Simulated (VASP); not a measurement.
# ZnSe: single point with PBE

ZnSe:

```xyz
2
Lattice="0.0000 2.8659 2.8659 2.8659 0.0000 2.8659 2.8659 2.8659 0.0000" Properties=species:S:1:pos:R:3 pbc="T T T"
Zn    0.0000    0.0000    0.0000
Se    1.4329    1.4329    1.4329
```

```yaml
Program: VASP 6.6.1
Task: single point
Functional: PBE
Potentials_or_basis: VASP PAW PBE potentials, release 64 (Zn, Se)
Cutoff: 520 eV
k_mesh: 8 × 8 × 8
Occupations: gaussian, width 0.02 eV
Spin: no spin polarisation
Dipole_correction: no
Further_INCAR_settings: ALGO = Normal; EDIFF = 1e-06; NBANDS = 16
```

- Pressure: 0.2 GPa
- Band gap on the k mesh: 1.16 eV, direct

Levels at points of the mesh, in eV from the valence-band top:
```tsv
k point	band 7	band 8	band 9	band 10	band 11	band 12
(0.00, 0.00, 0.00)	0.00	0.00	0.00	1.16	5.81	5.81
(0.50, 0.00, 0.00)	-5.02	-0.82	-0.82	2.48	6.38	6.38
(0.50, 0.50, 0.00)	-4.61	-2.07	-2.07	3.06	3.46	10.50
```

Run time: 28 s on 1 thread of AMD EPYC 7R13 (shared host), peak memory 0.15 GiB.
